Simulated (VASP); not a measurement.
# PN2 (P4_2/mnm) in VASP: notebook, part 2 of 2

VASP 6.6.1. The steps go on from the part before.

## (3) Relaxation of cell and atoms, PBE

INCAR reads:

```
SYSTEM = PN2
ALGO = Normal
EDIFF = 1E-6
EDIFFG = -0.01
ENCUT = 600
GGA = PE
IBRION = 2
ISIF = 3
ISMEAR = 0
LASPH = .True.
LCHARG = .False.
LREAL = .False.
LWAVE = .False.
NELM = 60
NSW = 100
PREC = Accurate
SIGMA = 0.1
```

KPOINTS reads:

```
k-points
0
Gamma
  10 10 14
  0 0 0
```

POSCAR reads:

```
PN2
1.0
    4.2021344533      0.0000000000      0.0000000000
    0.0000000000      4.2021344533      0.0000000000
    0.0000000000      0.0000000000      2.6788355328
P N
2 4
Direct
    0.0000000000      0.0000000000      0.0000000000
    0.5000000000      0.5000000000      0.5000000000
    0.3053957728      0.3053957728      0.0000000000
    0.6946042272      0.6946042272      0.0000000000
    0.8053957728      0.1946042272      0.5000000000
    0.1946042272      0.8053957728      0.5000000000
```

Potentials or basis: VASP PAW PBE potentials, release 64 (P, N).

Run with:

```bash
$ cat potpaw_PBE.64/P/POTCAR potpaw_PBE.64/N/POTCAR > POTCAR
$ mpirun -np 1 vasp_std > vasp.out
```

OUTCAR:

```text
SYSTEM = PN2
   EDIFF = 1E-6
   EDIFFG = -0.01
   ENCUT = 600
   GGA = PE
   IBRION = 2
   ISIF = 3
   ISMEAR = 0
   LASPH = .True.
   LREAL = .False.
   NELM = 60
   NSW = 100
   PREC = Accurate

 ion  position               nearest neighbor table
   1  0.000  0.000  0.000-   5 1.77   6 1.77   5 1.77   6 1.77   3 1.81   4 1.81
   2  0.500  0.500  0.500-   3 1.77   4 1.77   3 1.77   4 1.77   5 1.81   6 1.81
   3  0.305  0.305  0.000-   2 1.77   2 1.77   1 1.81
   4  0.695  0.695  0.000-   2 1.77   2 1.77   1 1.81
   5  0.805  0.195  0.500-   1 1.77   1 1.77   2 1.81
   6  0.195  0.805  0.500-   1 1.77   1 1.77   2 1.81

  LATTYP: Found a simple tetragonal cell.
 ALAT       =     4.2021344533
 C/A-ratio  =     0.6374940075

  Lattice vectors:

 A1 = (   4.2021344533,   0.0000000000,   0.0000000000)
 A2 = (   0.0000000000,   4.2021344533,   0.0000000000)
 A3 = (   0.0000000000,   0.0000000000,   2.6788355328)

Analysis of symmetry for initial positions (statically):
=====================================================================
 Subroutine PRICEL returns:
 Original cell was already a primitive cell.

 Routine SETGRP: Setting up the symmetry group for a
 simple tetragonal supercell.

 Subroutine GETGRP returns: Found 16 space group operations
 (whereof  8 operations were pure point group operations)
 out of a pool of 16 trial point group operations.

The static configuration has the point symmetry D_2h.
 The point group associated with its full space group is D_4h.

Analysis of symmetry for dynamics (positions and initial velocities):
=====================================================================
 Subroutine PRICEL returns:
 Original cell was already a primitive cell.

 Routine SETGRP: Setting up the symmetry group for a
 simple tetragonal supercell.

[... 134 lines left out ...]
  volume/ion in A,a.u.               =       7.88        53.20
  Fermi-wavevector in a.u.,A,eV,Ry     =   1.406544  2.657982 26.917297  1.978366
  Thomas-Fermi vector in A             =   2.528893
   LORBIT       =      0    0 simple, 1 ext, 2 COOP (PROOUT), +10 PAW based schemes
   GGA     = PE    functional components
   LHFCALC =     F    Hartree Fock is set to
   AEXX    =    0.0000 exact exchange contribution
   IVDW    =     0    specifies the selected vdW correction
   LEPSILON=     F    determine dielectric tensor
   LRPA    =     F    only Hartree local field effects (RPA)
 conjugate gradient relaxation of ions
 non-spin polarized calculation
 Gauss-broadening in eV      SIGMA  =   0.10
  energy-cutoff  :      600.00
  volume of cell :       47.30
 maximum number of plane-waves:      1602
 NGX is ok and might be reduce to    36
   NGX = 17   NGY = 17   NGZ = 11

--------------------------------------- Ionic step        1  -------------------------------------------

 number of electron      30.0000002 magnetization

 Free energy of the ion-electron system (eV)
  ---------------------------------------------------
  ext. energy  EPLUGINS =         0.00000000
  ---------------------------------------------------
  free energy    TOTEN  =       -42.13293176 eV

  energy without entropy =      -42.11962968  energy(sigma->0) =      -42.12628072

------------------------ aborting loop because EDIFF is reached ----------------------------------------

  FORCE on cell =-STRESS in cart. coord.  units (eV):
  Direction    XX          YY          ZZ          XY          YZ          ZX
  --------------------------------------------------------------------------------------
  -------------------------------------------------------------------------------------
  Total       -0.7785997     -0.7785997     -0.0774534      0.0000000      0.0000000      0.0000000
  in kB      -26.3717446    -26.3717446     -2.6234048      0.0000000      0.0000000      0.0000000
  external PRESSURE =     -18.4556313 kB  Pullay stress =       0.0000000 kB
[... 147 lines left out ...]
--------------------------------------- Ionic step        5  -------------------------------------------

 number of electron      30.0000003 magnetization

 Free energy of the ion-electron system (eV)
  ---------------------------------------------------
  ext. energy  EPLUGINS =         0.00000000
  ---------------------------------------------------
  free energy    TOTEN  =       -42.13591825 eV

  energy without entropy =      -42.12278564  energy(sigma->0) =      -42.12935195

 E-fermi :   9.2451     XC(G=0): -12.5895

 val. band max:        9.2378514204   @ k =   0.1000   0.1000   0.2143
 cond. band min:       9.2524382598   @ k =   0.3000   0.2000   0.1429
 fundamental gap:      0.0145868394
 Fermi energy:         9.2451068146

 k-point     1 :       0.0000    0.0000    0.0000
  band No.  band energies     occupation
      1     -12.1281      2.00000
      2      -7.4690      2.00000
      3      -6.3255      2.00000
      4      -6.3255      2.00000
      5      -1.2735      2.00000
      6       2.2101      2.00000
[... 505 lines left out ...]
      6       1.2581      2.00000
[... 11 lines left out ...]
     18      14.1077      0.00000
     19      17.3771      0.00000

 [... further k-points ...]
[... 5 lines left out ...]
  --------------------------------------------------------------------------------------
  -------------------------------------------------------------------------------------
  Total        0.0039606      0.0039606     -0.0035921      0.0000000      0.0000000      0.0000000
  in kB        0.1351024      0.1351024     -0.1225329      0.0000000      0.0000000      0.0000000
  external PRESSURE =       0.0492240 kB  Pullay stress =       0.0000000 kB
[... 21 lines left out ...]
  FREE ENERGIE OF THE ION-ELECTRON SYSTEM (eV)
  ---------------------------------------------------
  free  energy   TOTEN  =       -42.1359182530 eV

  energy  without entropy=      -42.1227856439  energy(sigma->0) =      -42.12935195

 reached required accuracy - stopping structural energy minimisation
```

CONTCAR:

```text
PN2
   1.00000000000000
     4.1859553710367079   -0.0000000000000000    0.0000000000000000
    -0.0000000000000000    4.1859553710367079    0.0000000000000000
     0.0000000000000000    0.0000000000000000    2.6804922114250647
  P               N
     2     4
Direct
     0.0000000000000000    0.0000000000000000    0.0000000000000000
     0.5000000000000000    0.5000000000000000    0.5000000000000000
     0.3051195638315992    0.3051195638315992    0.0000000000000000
     0.6948804361684007    0.6948804361684007    0.0000000000000000
     0.8051195638315993    0.1948804361684007    0.5000000000000000
     0.1948804361684007    0.8051195638315993    0.5000000000000000

  0.00000000E+00  0.00000000E+00  0.00000000E+00
  0.00000000E+00  0.00000000E+00  0.00000000E+00
  0.00000000E+00  0.00000000E+00  0.00000000E+00
  0.00000000E+00  0.00000000E+00  0.00000000E+00
  0.00000000E+00  0.00000000E+00  0.00000000E+00
  0.00000000E+00  0.00000000E+00  0.00000000E+00
```

Run time: 9.9 min. Hardware: 1 thread of AMD EPYC 7R13, shared host; peak memory 0.26 GiB.

What came out:

```
Free energy                           : -42.1359 eV
Relaxed volume                        : 7.83 Å³/atom
Relaxed cell                          : a = 4.186 Å, b = 4.186 Å, c = 2.680 Å, α = 90.00°, β = 90.00°, γ = 90.00°
Space group after relaxing (to 0.1 Å) : P4_2/mnm (No. 136)
Energy gained by relaxing             : 0.5 meV/atom
Ionic steps                           : 5
Pressure after relaxing               : 0.0 GPa
Band gap on the k mesh                : zero (bands 15 and 16 overlap by 2.88 eV)
```

Forces on the atoms (eV/Å):
```
P    0.000  0.000  0.000
P    0.000  0.000  0.000
N   -0.002 -0.002  0.000
N    0.002  0.002  0.000
N   -0.002  0.002  0.000
N    0.002 -0.002  0.000
```

Step by step:
```tsv
step	energy change (eV)	largest force (eV/Å)	pressure (GPa)	volume (Å³)
1	0.0000	0.0040	-1.85	47.30
2	-0.0007	0.1138	2.07	46.68
3	-0.0027	0.0604	0.20	46.97
4	-0.0029	0.0285	-0.09	46.97
5	-0.0030	0.0028	0.00	46.97
```

Final structure:
```cif
data_structure
_symmetry_space_group_name_H-M 'P 1'
_symmetry_Int_Tables_number 1
_cell_length_a 4.1860
_cell_length_b 4.1860
_cell_length_c 2.6805
_cell_angle_alpha 90.000
_cell_angle_beta 90.000
_cell_angle_gamma 90.000
_cell_volume 46.97
loop_
_atom_site_label
_atom_site_type_symbol
_atom_site_fract_x
_atom_site_fract_y
_atom_site_fract_z
_atom_site_occupancy
P1 P 0.00000 0.00000 0.00000 1
P2 P 0.50000 0.50000 0.50000 1
N1 N 0.30512 0.30512 0.00000 1
N2 N 0.69488 0.69488 0.00000 1
N3 N 0.80512 0.19488 0.50000 1
N4 N 0.19488 0.80512 0.50000 1
```
